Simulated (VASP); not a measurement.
# HfSi3 (Fm-3m) in VASP: a series of runs

HfSi3 is run at these levels: PBE; tasks: single point.

Program: VASP 6.6.1. These are calculated values, not measurements. Logs are shortened: lines on timing, memory, paths and dates and some standing lists are left out, and cuts for length are marked.

### 1 The cell of the first run

Symmetry: Fm-3m, No. 225, cubic system. The conventional cell has a = 6.481 Å, b = 6.481 Å, c = 6.481 Å, α = 90.00°, β = 90.00°, γ = 90.00°. Hf (site symmetry m-3m) has 14 Si at 2.81 to 3.24 Å within 3.7 Å. Si (site symmetry -43m) has 4 Hf at 2.81 Å and 10 Si at 2.81 to 3.24 Å within 3.7 Å. Within 3.7 Å of Si (site symmetry m-3m) lie 8 Si at 2.81 Å and 6 Hf at 3.24 Å.

### 2 Single point, PBE

INCAR

```
PREC = Accurate
ENCUT = 520
EDIFF = 1E-7
ISMEAR = 0
SIGMA = 0.1
LREAL = F
LASPH = T
NELM = 100
ALGO = Normal
ISIF = 2
LWAVE = F
LCHARG = T
GGA = PE
LELF = T
LVHAR = T
NBANDS = 19
```

KPOINTS

```
Automatic mesh
0
Gamma
  4 4 4
```

POSCAR

```
HfSi3
1.0
    0.0000000000      3.2404504678      3.2404504678
    3.2404504678      0.0000000000      3.2404504678
    3.2404504678      3.2404504678      0.0000000000
Hf Si
1 3
Direct
    0.0000000000      0.0000000000      0.0000000000
    0.2500000000      0.2500000000      0.2500000000
    0.7500000000      0.7500000000      0.7500000000
    0.5000000000      0.5000000000      0.5000000000
```

Potentials or basis: VASP PAW PBE potentials, release 64 (Hf_pv, Si).

Launch:

```console
$ cat potpaw_PBE.64/Hf_pv/POTCAR potpaw_PBE.64/Si/POTCAR > POTCAR
$ mpirun -np 1 vasp_std > vasp.out
```

OUTCAR:

```text
PREC = Accurate
   ENCUT = 520
   EDIFF = 1E-7
   ISMEAR = 0
   LREAL = F
   LASPH = T
   NELM = 100
   ISIF = 2
   GGA = PE

 ion  position               nearest neighbor table
   1  0.000  0.000  0.000-   3 2.81   3 2.81   2 2.81   2 2.81   3 2.81   2 2.81   3 2.81   2 2.81
                             4 3.24   4 3.24   4 3.24   4 3.24   4 3.24   4 3.24
   2  0.250  0.250  0.250-   1 2.81   1 2.81   4 2.81   4 2.81   4 2.81   4 2.81   1 2.81   1 2.81

   3  0.750  0.750  0.750-   4 2.81   4 2.81   1 2.81   1 2.81   4 2.81   1 2.81   4 2.81   1 2.81

   4  0.500  0.500  0.500-   2 2.81   2 2.81   3 2.81   3 2.81   3 2.81   3 2.81   2 2.81   2 2.81
                             1 3.24   1 3.24   1 3.24   1 3.24   1 3.24   1 3.24

  LATTYP: Found a face centered cubic cell.
 ALAT       =     6.4809009356

  Lattice vectors:

 A1 = (   0.0000000000,   3.2404504678,   3.2404504678)
 A2 = (   3.2404504678,   0.0000000000,   3.2404504678)
 A3 = (   3.2404504678,   3.2404504678,   0.0000000000)

Analysis of symmetry for initial positions (statically):
=====================================================================
 Subroutine PRICEL returns:
 Original cell was already a primitive cell.

 Routine SETGRP: Setting up the symmetry group for a
 face centered cubic supercell.

 Subroutine GETGRP returns: Found 48 space group operations
 (whereof 48 operations were pure point group operations)
 out of a pool of 48 trial point group operations.

The static configuration has the point symmetry O_h .

Analysis of symmetry for dynamics (positions and initial velocities):
=====================================================================
 Subroutine PRICEL returns:
 Original cell was already a primitive cell.

 Routine SETGRP: Setting up the symmetry group for a
 face centered cubic supercell.

 Subroutine GETGRP returns: Found 48 space group operations
 (whereof 48 operations were pure point group operations)
 out of a pool of 48 trial point group operations.

The dynamic configuration has the point symmetry O_h .

 Subroutine INISYM returns: Found 48 space group operations
 (whereof 48 operations are pure point group operations),
 and found     1 'primitive' translations

----------------------------------------------------------------------------------------

                                     Primitive cell

  volume of cell :      68.0528

  direct lattice vectors                    reciprocal lattice vectors
     0.000000000  3.240450468  3.240450468    -0.154299535  0.154299535  0.154299535
     3.240450468  0.000000000  3.240450468     0.154299535 -0.154299535  0.154299535
     3.240450468  3.240450468  0.000000000     0.154299535  0.154299535 -0.154299535

  length of vectors
     4.582689000  4.582689000  4.582689000     0.267254634  0.267254634  0.267254634

  position of ions in fractional coordinates (direct lattice)
     0.000000000  0.000000000  0.000000000
     0.250000000  0.250000000  0.250000000
     0.750000000  0.750000000  0.750000000
     0.500000000  0.500000000  0.500000000

  ion indices of the primitive-cell ions
   primitive index   ion index
                 1           1
                 2           2
                 3           3
                 4           4

----------------------------------------------------------------------------------------

 KPOINTS: Automatic mesh

Automatic generation of k-mesh.
 Grid dimensions read from file:
 generate k-points for:    4    4    4

 Generating k-lattice:

  Cartesian coordinates                     Fractional coordinates (reciprocal lattice)
    -0.038574884  0.038574884  0.038574884     0.250000000  0.000000000  0.000000000
     0.038574884 -0.038574884  0.038574884     0.000000000  0.250000000  0.000000000
     0.038574884  0.038574884 -0.038574884     0.000000000  0.000000000  0.250000000

  Length of vectors
     0.066813659  0.066813659  0.066813659

  Shift w.r.t. Gamma in fractional coordinates (k-lattice)
     0.000000000  0.000000000  0.000000000

 Subroutine IBZKPT returns following result:
 ===========================================

 Found      8 irreducible k-points:

 Following reciprocal coordinates:
            Coordinates               Weight
  0.000000  0.000000  0.000000      1.000000
  0.250000  0.000000  0.000000      8.000000
  0.500000  0.000000  0.000000      4.000000
  0.250000  0.250000  0.000000      6.000000
  0.500000  0.250000  0.000000     24.000000
 -0.250000  0.250000  0.000000     12.000000
  0.500000  0.500000  0.000000      3.000000
 -0.250000  0.500000  0.250000      6.000000
   k-points           NKPTS =      8   k-points in BZ     NKDIM =      8   number of bands    NBANDS=     19
   number of dos      NEDOS =    301   number of ions     NIONS =      4
   total plane-waves  NPLWV =  46656
   dimension x,y,z NGX =    36 NGY =   36 NGZ =   36
   dimension x,y,z NGXF=    72 NGYF=   72 NGZF=   72
   ions per type =               1   3
   NGX,Y,Z   is equivalent  to a cutoff of  13.06, 13.06, 13.06 a.u.
   NGXF,Y,Z  is equivalent  to a cutoff of  26.12, 26.12, 26.12 a.u.
 SYSTEM =  unknown system
   PREC   = accura    normal or accurate (medium, high low for compatibility)
   ISTART =      0    job   : 0-new  1-cont  2-samecut
   ICHARG =      2    charge: 1-file 2-atom 10-const
   ISPIN  =      1    spin polarized calculation?
   LNONCOLLINEAR =      F non collinear calculations
   LSORBIT =      F    spin-orbit coupling
   LASPH  =      T    aspherical Exc in radial PAW
   ENCUT  =  520.0 eV  38.22 Ry    6.18 a.u.   8.52  8.52  8.52*2*pi/ulx,y,z
   NELM   =    100;   NELMIN=  2; NELMDL= -5     # of ELM steps
   EDIFF  = 0.1E-06   stopping-criterion for ELM
   LREAL  =      F    real-space projection
   EDIFFG = 0.1E-05   stopping-criterion for IOM
   NSW    =      0    number of steps for IOM
   IBRION =     -1    ionic relax: 0-MD 1-quasi-New 2-CG
   NFREE  =      0    steps in history (QN), initial steepest desc. (CG)
   ISIF   =      2    stress and relaxation
   ISYM   =      2    0-nonsym 1-usesym 2-fastsym
   POTIM  = 0.5000    time-step for ionic-motion
   TEBEG  =    0.0;   TEEND  =   0.0 temperature during run
   PSTRESS=    0.0 pullay stress
   NELECT =      22.0000    total number of electrons
   NUPDOWN=      -1.0000    fix difference up-down
   EMIN   =  10.00;   EMAX   =-10.00  energy-range for DOS
   EFERMI =   0.00;   METHOD = LEGACY
   ISMEAR =     0;   SIGMA  =   0.10  broadening in eV -4-tet -1-fermi 0-gaus
   EFERMI_NEDOS =   21; number of points for ismear=-14 and -15
   IALGO  =     38    algorithm
   IMIX   =      4    mixing-type and parameters
     AMIX     =   0.40;   BMIX     =  1.00
     AMIX_MAG =   1.60;   BMIX_MAG =  1.00
  volume/ion in A,a.u.               =      17.01       114.81
  Fermi-wavevector in a.u.,A,eV,Ry     =   1.123571  2.123240 17.176141  1.262411
  Thomas-Fermi vector in A             =   2.260237
   LORBIT       =      0    0 simple, 1 ext, 2 COOP (PROOUT), +10 PAW based schemes
   GGA     = PE    functional components
   LHFCALC =     F    Hartree Fock is set to
   AEXX    =    0.0000 exact exchange contribution
   IVDW    =     0    specifies the selected vdW correction
   LEPSILON=     F    determine dielectric tensor
   LRPA    =     F    only Hartree local field effects (RPA)
 non-spin polarized calculation
 Gauss-broadening in eV      SIGMA  =   0.10
  energy-cutoff  :      520.00
  volume of cell :       68.05
 maximum number of plane-waves:      1850
 NGX is ok and might be reduce to    36
   NGX = 17   NGY = 17   NGZ = 17

 number of electron      22.0000000 magnetization

 Free energy of the ion-electron system (eV)
  ---------------------------------------------------
  ext. energy  EPLUGINS =         0.00000000
  ---------------------------------------------------
  free energy    TOTEN  =       -24.92577859 eV

  energy without entropy =      -24.90982765  energy(sigma->0) =      -24.91780312

 E-fermi :   7.9792     XC(G=0): -11.0739

 val. band max:        7.9195953142   @ k =   0.5000   0.0000   0.0000
 cond. band min:       7.9803577101   @ k =  -0.2500   0.5000   0.2500
 fundamental gap:      0.0607623959
 Fermi energy:         7.9792125990

 k-point     1 :       0.0000    0.0000    0.0000
  band No.  band energies     occupation
      1     -22.9714      2.00000
      2     -22.9714      2.00000
      3     -22.9714      2.00000
      4      -4.4571      2.00000
      5       3.7268      2.00000
      6       4.0715      2.00000
[... 11 lines left out ...]
     18      13.9327      0.00000
     19      13.9327      0.00000

 k-point     2 :       0.2500    0.0000    0.0000
  band No.  band energies     occupation
      1     -22.9829      2.00000
      2     -22.9731      2.00000
      3     -22.9731      2.00000
      4      -3.7573      2.00000
      5       0.9453      2.00000
      6       3.7039      2.00000
[... 11 lines left out ...]
     18      14.1008      0.00000
     19      14.1008      0.00000

 k-point     3 :       0.5000    0.0000    0.0000
  band No.  band energies     occupation
      1     -22.9944      2.00000
      2     -22.9747      2.00000
      3     -22.9747      2.00000
      4      -2.0665      2.00000
      5      -1.5514      2.00000
      6       3.3684      2.00000
[... 11 lines left out ...]
     18      13.1449      0.00000
     19      13.6185      0.00000

 k-point     4 :       0.2500    0.2500    0.0000
  band No.  band energies     occupation
      1     -22.9827      2.00000
      2     -22.9756      2.00000
      3     -22.9756      2.00000
      4      -3.5307      2.00000
      5       1.4171      2.00000
      6       2.0778      2.00000
[... 11 lines left out ...]
     18      14.0671      0.00000
     19      15.4682      0.00000

 k-point     5 :       0.5000    0.2500    0.0000
  band No.  band energies     occupation
      1     -22.9906      2.00000
      2     -22.9806      2.00000
      3     -22.9772      2.00000
      4      -2.0760      2.00000
      5      -0.4925      2.00000
      6       0.8822      2.00000
[... 11 lines left out ...]
     18      13.7125      0.00000
     19      14.0429      0.00000

 k-point     6 :      -0.2500    0.2500    0.0000
  band No.  band energies     occupation
      1     -22.9878      2.00000
      2     -22.9811      2.00000
      3     -22.9747      2.00000
      4      -2.6740      2.00000
      5       0.1925      2.00000
      6       0.7970      2.00000
[... 11 lines left out ...]
     18      12.6364      0.00000
     19      13.1087      0.00000

 k-point     7 :       0.5000    0.5000    0.0000
  band No.  band energies     occupation
      1     -22.9936      2.00000
      2     -22.9797      2.00000
      3     -22.9797      2.00000
      4      -1.2201      2.00000
      5      -0.9771      2.00000
      6       0.5786      2.00000
[... 11 lines left out ...]
     18      12.5782      0.00000
     19      12.5782      0.00000

 k-point     8 :      -0.2500    0.5000    0.2500
  band No.  band energies     occupation
      1     -22.9867      2.00000
      2     -22.9867      2.00000
      3     -22.9799      2.00000
      4      -0.9296      2.00000
      5      -0.4271      2.00000
      6      -0.4271      2.00000
[... 11 lines left out ...]
     18      13.8011      0.00000
     19      13.8011      0.00000

------------------------ aborting loop because EDIFF is reached ----------------------------------------

  FORCE on cell =-STRESS in cart. coord.  units (eV):
  Direction    XX          YY          ZZ          XY          YZ          ZX
  --------------------------------------------------------------------------------------
  -------------------------------------------------------------------------------------
  Total       -0.2081495     -0.2081495     -0.2081495     -0.0000000      0.0000000     -0.0000000
  in kB       -4.9004934     -4.9004934     -4.9004934     -0.0000000      0.0000000     -0.0000000
  external PRESSURE =      -4.9004934 kB  Pullay stress =       0.0000000 kB

 VOLUME and BASIS-vectors are now :
 -----------------------------------------------------------------------------
  energy-cutoff  :      520.00
  volume of cell :       68.05
      direct lattice vectors                 reciprocal lattice vectors
     0.000000000  3.240450468  3.240450468    -0.154299535  0.154299535  0.154299535
     3.240450468  0.000000000  3.240450468     0.154299535 -0.154299535  0.154299535
     3.240450468  3.240450468  0.000000000     0.154299535  0.154299535 -0.154299535

 POSITION                                       TOTAL-FORCE (eV/Angst)
 -----------------------------------------------------------------------------------
      0.00000      0.00000      0.00000         0.000000     -0.000000      0.000000
      1.62023      1.62023      1.62023         0.000000      0.000000     -0.000000
      4.86068      4.86068      4.86068        -0.000000     -0.000000      0.000000
      3.24045      3.24045      3.24045         0.000000     -0.000000      0.000000
 -----------------------------------------------------------------------------------
    total drift:                               -0.000000      0.000000      0.000000

  FREE ENERGIE OF THE ION-ELECTRON SYSTEM (eV)
  ---------------------------------------------------
  free  energy   TOTEN  =       -24.9257785938 eV

  energy  without entropy=      -24.9098276462  energy(sigma->0) =      -24.91780312
```

It took 7.1 s on 1 thread of Intel Xeon 6975P-C (Granite Rapids), shared host; peak memory 0.2 GiB.

What came out:

```
Free energy            : -24.9258 eV
Pressure               : -0.5 GPa
Band gap on the k mesh : zero (band 11 reaches 8.12 eV, above the bottom of band 12 at 6.18 eV)
```

Caveat: the k points lie up to 0.42 Å⁻¹ apart; spin-orbit coupling is left out, which moves the levels of the heavy elements.

### 3 Single point, PBE

This run uses another cell than the first one, of 17.82 Å³/atom, 1.048 times its volume.

INCAR

```
  PREC = Accurate
  ENCUT = 520
  EDIFF = 1E-7
  ISMEAR = 0
  SIGMA = 0.1
  LREAL = F
  LASPH = T
  NELM = 100
  ALGO = Normal
  ISIF = 2
  LWAVE = F
  LCHARG = F
  GGA = PE
  NBANDS = 19
```

KPOINTS

```
regular mesh
0
Gamma
  4 4 4
```

POSCAR

```
HfSi3
1.0
    0.0000000000      3.2910165300      3.2910165300
    3.2910165300      0.0000000000      3.2910165300
    3.2910165300      3.2910165300      0.0000000000
Hf Si
1 3
Direct
    0.0000000000      0.0000000000      0.0000000000
    0.2500000000      0.2500000000      0.2500000000
    0.7500000000      0.7500000000      0.7500000000
    0.5000000000      0.5000000000      0.5000000000
```

Potentials or basis: VASP PAW PBE potentials, release 64 (Hf_pv, Si).

Launch:

```console
$ cat potpaw_PBE.64/Hf_pv/POTCAR potpaw_PBE.64/Si/POTCAR > POTCAR
$ mpirun -np 1 vasp_std > vasp.out
```

OUTCAR:

```text
PREC = Accurate
   ENCUT = 520
   EDIFF = 1E-7
   ISMEAR = 0
   LREAL = F
   LASPH = T
   NELM = 100
   ISIF = 2
   GGA = PE

 ion  position               nearest neighbor table
   1  0.000  0.000  0.000-   3 2.85   3 2.85   3 2.85   2 2.85   3 2.85   2 2.85   2 2.85   2 2.85
                             4 3.29   4 3.29   4 3.29   4 3.29   4 3.29   4 3.29
   2  0.250  0.250  0.250-   1 2.85   1 2.85   1 2.85   1 2.85   4 2.85   4 2.85   4 2.85   4 2.85

[... 363 lines left out ...]
  --------------------------------------------------------------------------------------
  -------------------------------------------------------------------------------------
  Total       -1.9809131     -1.9809131     -1.9809131     -0.0000000      0.0000000      0.0000000
  in kB      -44.5200688    -44.5200688    -44.5200688     -0.0000000      0.0000000      0.0000000
  external PRESSURE =     -44.5200688 kB  Pullay stress =       0.0000000 kB

 VOLUME and BASIS-vectors are now :
 -----------------------------------------------------------------------------
  energy-cutoff  :      520.00
  volume of cell :       71.29
      direct lattice vectors                 reciprocal lattice vectors
     0.000000000  3.291016530  3.291016530    -0.151928742  0.151928742  0.151928742
     3.291016530  0.000000000  3.291016530     0.151928742 -0.151928742  0.151928742
     3.291016530  3.291016530  0.000000000     0.151928742  0.151928742 -0.151928742

 POSITION                                       TOTAL-FORCE (eV/Angst)
 -----------------------------------------------------------------------------------
      0.00000      0.00000      0.00000         0.000000     -0.000000      0.000000
      1.64551      1.64551      1.64551        -0.000000     -0.000000     -0.000000
      4.93652      4.93652      4.93652         0.000000      0.000000      0.000000
      3.29102      3.29102      3.29102         0.000000     -0.000000      0.000000
 -----------------------------------------------------------------------------------
    total drift:                               -0.000000      0.000000      0.000000

  FREE ENERGIE OF THE ION-ELECTRON SYSTEM (eV)
  ---------------------------------------------------
  free  energy   TOTEN  =       -24.8742278821 eV

  energy  without entropy=      -24.8519190776  energy(sigma->0) =      -24.86307348
```

OSZICAR:

```text
N       E                     dE             d eps       ncg     rms          rms(c)
DAV:   1     0.463811915120E+02    0.46381E+02   -0.10029E+04   304   0.100E+03
DAV:   2    -0.232784958082E+02   -0.69660E+02   -0.67725E+02   376   0.201E+02
DAV:   3    -0.259004659723E+02   -0.26220E+01   -0.26038E+01   389   0.269E+01
DAV:   4    -0.259218230027E+02   -0.21357E-01   -0.21337E-01   381   0.305E+00
DAV:   5    -0.259220504465E+02   -0.22744E-03   -0.22743E-03   380   0.294E-01    0.344E+01
DAV:   6    -0.249235915815E+02    0.99846E+00   -0.26891E+00   328   0.675E+00    0.231E+01
DAV:   7    -0.248788528863E+02    0.44739E-01   -0.32130E-01   375   0.289E+00    0.616E+00
DAV:   8    -0.248753988191E+02    0.34541E-02   -0.14310E-02   362   0.580E-01    0.607E-01
DAV:   9    -0.248742269910E+02    0.11718E-02   -0.62966E-03   345   0.309E-01    0.198E-01
DAV:  10    -0.248742288474E+02   -0.18564E-05   -0.51231E-04   367   0.113E-01    0.119E-01
DAV:  11    -0.248742334312E+02   -0.45838E-05   -0.71901E-05   378   0.374E-02    0.852E-02
DAV:  12    -0.248742277014E+02    0.57297E-05   -0.13535E-05   348   0.154E-02    0.202E-02
DAV:  13    -0.248742280759E+02   -0.37453E-06   -0.54615E-07   386   0.420E-03    0.730E-03
DAV:  14    -0.248742279132E+02    0.16273E-06   -0.11388E-07   237   0.157E-03    0.244E-03
DAV:  15    -0.248742278821E+02    0.31102E-07   -0.16747E-08   188   0.707E-04
   1 F= -.24874228E+02 E0= -.24863073E+02  d E =-.223088E-01
```

stdout:

```text
POSCAR found type information on POSCAR HfSi
 POSCAR found :  2 types and       4 ions
 scaLAPACK will be used
 LDA part: xc-table for (Slater+PW92), standard interpolation
 POSCAR, INCAR and KPOINTS ok, starting setup
 FFT: planning ... GRIDC
 FFT: planning ... GRID_SOFT
 FFT: planning ... GRID
 WAVECAR not read
 entering main loop
```

It took 7.5 s on 1 thread of Intel Xeon 6975P-C (Granite Rapids), shared host; peak memory 0.2 GiB.

What came out:

```
Free energy            : -24.8742 eV
Pressure               : -4.5 GPa
Band gap on the k mesh : zero (band 11 reaches 7.70 eV, above the bottom of band 12 at 5.81 eV)
```

Levels at points of the mesh, in eV from the Fermi level:
```tsv
k point	band 9	band 10	band 11	band 12	band 13	band 14
(0.00, 0.00, 0.00)	-2.51	-1.68	-1.68	-1.68	-0.35	-0.35
(0.50, 0.00, 0.00)	-2.07	-1.37	-1.37	-0.02	-0.02	2.98
(0.50, 0.50, 0.00)	-3.14	-0.08	-0.08	1.04	2.36	3.41
```

Caveat: the k points lie up to 0.41 Å⁻¹ apart; spin-orbit coupling is left out, which moves the levels of the heavy elements.
